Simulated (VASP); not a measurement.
# AlN (rocksalt type) (Fm-3m) in VASP: a series of runs, part 2 of 2

VASP 6.6.1.

## (4) Relaxation of cell and atoms, PBE

This run uses another cell than the first one, of 10.00 Å³/atom.

INCAR

```
SYSTEM = AlN
  PREC = Accurate
  ENCUT = 600
  EDIFF = 1E-6
  ISMEAR = -1
  SIGMA = 0.1
  LREAL = .FALSE.
  LASPH = .TRUE.
  NELM = 60
  ALGO = Normal
  ISIF = 3
  LWAVE = .FALSE.
  LCHARG = .FALSE.
  GGA = PE
  IBRION = 2
  NSW = 60
  EDIFFG = -0.005
```

KPOINTS

```
Automatic mesh
0
G
  16 16 16
  0 0 0
```

POSCAR

```
AlN
1.0
    0.0000000000      2.1544346900      2.1544346900
    2.1544346900      0.0000000000      2.1544346900
    2.1544346900      2.1544346900      0.0000000000
Al N
1 1
Direct
    0.0000000000      0.0000000000      0.0000000000
    0.5000000000      0.5000000000      0.5000000000
```

Potentials or basis: VASP PAW PBE potentials, release 64 (Al, N).

Launch:

```sh
$ cat potpaw_PBE.64/Al/POTCAR potpaw_PBE.64/N/POTCAR > POTCAR
$ mpirun -np 1 vasp_std > vasp.out
```

OUTCAR:

```text
SYSTEM = AlN
   PREC = Accurate
   ENCUT = 600
   EDIFF = 1E-6
   ISMEAR = -1
   LREAL = .FALSE.
   LASPH = .TRUE.
   NELM = 60
   ISIF = 3
   GGA = PE
   IBRION = 2
   NSW = 60
   EDIFFG = -0.005

 ion  position               nearest neighbor table
   1  0.000  0.000  0.000-   2 2.15   2 2.15   2 2.15   2 2.15   2 2.15   2 2.15
   2  0.500  0.500  0.500-   1 2.15   1 2.15   1 2.15   1 2.15   1 2.15   1 2.15

  LATTYP: Found a face centered cubic cell.
 ALAT       =     4.3088693800

  Lattice vectors:

 A1 = (   0.0000000000,   2.1544346900,   2.1544346900)
 A2 = (   2.1544346900,   0.0000000000,   2.1544346900)
 A3 = (   2.1544346900,   2.1544346900,   0.0000000000)

Analysis of symmetry for initial positions (statically):
=====================================================================
 Subroutine PRICEL returns:
 Original cell was already a primitive cell.

 Routine SETGRP: Setting up the symmetry group for a
 face centered cubic supercell.

 Subroutine GETGRP returns: Found 48 space group operations
 (whereof 48 operations were pure point group operations)
 out of a pool of 48 trial point group operations.

The static configuration has the point symmetry O_h .

Analysis of symmetry for dynamics (positions and initial velocities):
=====================================================================
 Subroutine PRICEL returns:
 Original cell was already a primitive cell.

 Routine SETGRP: Setting up the symmetry group for a
 face centered cubic supercell.

 Subroutine GETGRP returns: Found 48 space group operations
 (whereof 48 operations were pure point group operations)
 out of a pool of 48 trial point group operations.

The dynamic configuration has the point symmetry O_h .

 Subroutine INISYM returns: Found 48 space group operations
 (whereof 48 operations are pure point group operations),
 and found     1 'primitive' translations

----------------------------------------------------------------------------------------

                                     Primitive cell

  volume of cell :      20.0000

  direct lattice vectors                    reciprocal lattice vectors
     0.000000000  2.154434690  2.154434690    -0.232079442  0.232079442  0.232079442
     2.154434690  0.000000000  2.154434690     0.232079442 -0.232079442  0.232079442
     2.154434690  2.154434690  0.000000000     0.232079442  0.232079442 -0.232079442

  length of vectors
     3.046830758  3.046830758  3.046830758     0.401973384  0.401973384  0.401973384

  position of ions in fractional coordinates (direct lattice)
     0.000000000  0.000000000  0.000000000
     0.500000000  0.500000000  0.500000000

  ion indices of the primitive-cell ions
   primitive index   ion index
                 1           1
                 2           2

----------------------------------------------------------------------------------------

 KPOINTS: Automatic mesh

Automatic generation of k-mesh.
 Grid dimensions read from file:
 generate k-points for:   16   16   16

 Generating k-lattice:

  Cartesian coordinates                     Fractional coordinates (reciprocal lattice)
    -0.014504965  0.014504965  0.014504965     0.062500000  0.000000000  0.000000000
     0.014504965 -0.014504965  0.014504965     0.000000000  0.062500000  0.000000000
     0.014504965  0.014504965 -0.014504965     0.000000000  0.000000000  0.062500000

  Length of vectors
     0.025123337  0.025123337  0.025123337

  Shift w.r.t. Gamma in fractional coordinates (k-lattice)
     0.000000000  0.000000000  0.000000000

 Subroutine IBZKPT returns following result:
 ===========================================

 Found    145 irreducible k-points:

 Following reciprocal coordinates:
            Coordinates               Weight
  0.000000  0.000000  0.000000      1.000000
  0.062500  0.000000  0.000000      8.000000
  0.125000  0.000000  0.000000      8.000000
  0.187500  0.000000  0.000000      8.000000
  0.250000  0.000000  0.000000      8.000000
  0.312500  0.000000  0.000000      8.000000
[... 16 lines left out ...]
 -0.125000  0.062500  0.000000     24.000000
 -0.062500  0.062500  0.000000     12.000000
 [... further k-points ...]
   k-points           NKPTS =    145   k-points in BZ     NKDIM =    145   number of bands    NBANDS=      8
   number of dos      NEDOS =    301   number of ions     NIONS =      2
   total plane-waves  NPLWV =  13824
   dimension x,y,z NGX =    24 NGY =   24 NGZ =   24
   dimension x,y,z NGXF=    48 NGYF=   48 NGZF=   48
   ions per type =               1   1
   NGX,Y,Z   is equivalent  to a cutoff of  13.10, 13.10, 13.10 a.u.
   NGXF,Y,Z  is equivalent  to a cutoff of  26.19, 26.19, 26.19 a.u.
 SYSTEM =  AlN
   PREC   = accura    normal or accurate (medium, high low for compatibility)
   ISTART =      0    job   : 0-new  1-cont  2-samecut
   ICHARG =      2    charge: 1-file 2-atom 10-const
   ISPIN  =      1    spin polarized calculation?
   LNONCOLLINEAR =      F non collinear calculations
   LSORBIT =      F    spin-orbit coupling
   LASPH  =      T    aspherical Exc in radial PAW
   ENCUT  =  600.0 eV  44.10 Ry    6.64 a.u.   6.09  6.09  6.09*2*pi/ulx,y,z
   NELM   =     60;   NELMIN=  2; NELMDL= -5     # of ELM steps
   EDIFF  = 0.1E-05   stopping-criterion for ELM
   LREAL  =      F    real-space projection
   EDIFFG = -.5E-02   stopping-criterion for IOM
   NSW    =     60    number of steps for IOM
   IBRION =      2    ionic relax: 0-MD 1-quasi-New 2-CG
   NFREE  =      1    steps in history (QN), initial steepest desc. (CG)
   ISIF   =      3    stress and relaxation
   ISYM   =      2    0-nonsym 1-usesym 2-fastsym
   POTIM  = 0.5000    time-step for ionic-motion
   TEBEG  =    0.0;   TEEND  =   0.0 temperature during run
   PSTRESS=    0.0 pullay stress
   NELECT =       8.0000    total number of electrons
   NUPDOWN=      -1.0000    fix difference up-down
   EMIN   =  10.00;   EMAX   =-10.00  energy-range for DOS
   EFERMI =   0.00;   METHOD = LEGACY
   ISMEAR =    -1;   SIGMA  =   0.10  broadening in eV -4-tet -1-fermi 0-gaus
   EFERMI_NEDOS =   21; number of points for ismear=-14 and -15
   IALGO  =     38    algorithm
   IMIX   =      4    mixing-type and parameters
     AMIX     =   0.40;   BMIX     =  1.00
     AMIX_MAG =   1.60;   BMIX_MAG =  1.00
  volume/ion in A,a.u.               =      10.00        67.48
  Fermi-wavevector in a.u.,A,eV,Ry     =   1.206225  2.279434 19.796173  1.454978
  Thomas-Fermi vector in A             =   2.341898
   LORBIT       =      0    0 simple, 1 ext, 2 COOP (PROOUT), +10 PAW based schemes
   GGA     = PE    functional components
   LHFCALC =     F    Hartree Fock is set to
   AEXX    =    0.0000 exact exchange contribution
   IVDW    =     0    specifies the selected vdW correction
   LEPSILON=     F    determine dielectric tensor
   LRPA    =     F    only Hartree local field effects (RPA)
 conjugate gradient relaxation of ions
 non-spin polarized calculation
  energy-cutoff  :      600.00
  volume of cell :       20.00
 maximum number of plane-waves:       692
   NGX = 13   NGY = 13   NGZ = 13

--------------------------------------- Ionic step        1  -------------------------------------------

 number of electron       7.9999999 magnetization

 Free energy of the ion-electron system (eV)
  ---------------------------------------------------
  ext. energy  EPLUGINS =         0.00000000
  ---------------------------------------------------
  free energy    TOTEN  =       -14.20197077 eV

  energy without entropy =      -14.20197076  energy(sigma->0) =      -14.20197077

 E-fermi :   9.2571     XC(G=0): -11.4228

 val. band max:        7.6755273980   @ k =   0.0000   0.0000   0.0000
 cond. band min:      10.5901026260   @ k =   0.5000   0.5000   0.0000
 fundamental gap:      2.9145752280
 Fermi energy:         9.2571139295

 k-point     1 :       0.0000    0.0000    0.0000
  band No.  band energies     occupation
      1      -8.2761      2.00000
      2       7.6755      2.00000
      3       7.6755      2.00000
      4       7.6755      2.00000
      5      10.8579      0.00000
      6      19.2103      0.00000
      7      19.2103      0.00000
      8      19.2103      0.00000
[... 430 lines left out ...]
  energy  without entropy=      -14.5534562853  energy(sigma->0) =      -14.55345629

--------------------------------------- Ionic step        6  -------------------------------------------

 number of electron       7.9999999 magnetization

 Free energy of the ion-electron system (eV)
  ---------------------------------------------------
  ext. energy  EPLUGINS =         0.00000000
  ---------------------------------------------------
  free energy    TOTEN  =       -14.55347061 eV

  energy without entropy =      -14.55347061  energy(sigma->0) =      -14.55347061

 E-fermi :  11.6557     XC(G=0): -12.2000

 val. band max:        9.7270719453   @ k =   0.0000   0.0000   0.0000
 cond. band min:      14.1576547660   @ k =   0.5000   0.5000   0.0000
 fundamental gap:      4.4305828207
 Fermi energy:        11.6556547644

 k-point     1 :       0.0000    0.0000    0.0000
  band No.  band energies     occupation
      1      -7.6609      2.00000
      2       9.7271      2.00000
      3       9.7271      2.00000
      4       9.7271      2.00000
      5      15.1448      0.00000
      6      21.8346      0.00000
      7      21.8346      0.00000
      8      21.8346      0.00000
[... 282 lines left out ...]
  FREE ENERGIE OF THE ION-ELECTRON SYSTEM (eV)
  ---------------------------------------------------
  free  energy   TOTEN  =       -14.5534706124 eV

  energy  without entropy=      -14.5534706122  energy(sigma->0) =      -14.55347061

 reached required accuracy - stopping structural energy minimisation
```

Wall time 71 s (1 thread of Intel Xeon 8259CL, shared host); peak memory 0.16 GiB.

Results:

```yaml
Free_energy: -14.5535 eV
Relaxed_volume: 8.42 Å³/atom
Relaxed_cell: a = 2.877 Å, b = 2.877 Å, c = 2.877 Å, α = 60.00°, β = 60.00°, γ = 60.00°
Space_group_after_relaxing_to_0.1_Å: Fm-3m (No. 225)
Energy_gained_by_relaxing: 175.7 meV/atom
Ionic_steps: 6
Pressure_after_relaxing: 0.0 GPa
Band_gap_on_the_k_mesh: 4.43 eV (least direct gap 5.42 eV)
```

Step by step:
```csv
step,energy change (eV),largest force (eV/Å),pressure (GPa),volume (Å³)
1,0.0000,0.0000,-30.65,20.00
2,-0.1511,0.0000,37.84,14.96
3,-0.3514,0.0000,-0.55,16.87
4,-0.3515,0.0000,0.34,16.81
5,-0.3515,0.0000,-0.25,16.85
6,-0.3515,0.0000,-0.01,16.83
```

Final structure:
```
CELL_PARAMETERS angstrom
0.00000 2.03404 2.03404
2.03404 0.00000 2.03404
2.03404 2.03404 0.00000
ATOMIC_POSITIONS crystal
Al 0.00000 0.00000 0.00000
N 0.50000 0.50000 0.50000
```

Caveat: the volume moved by over 15 % at a fixed basis, so the end points are rough.
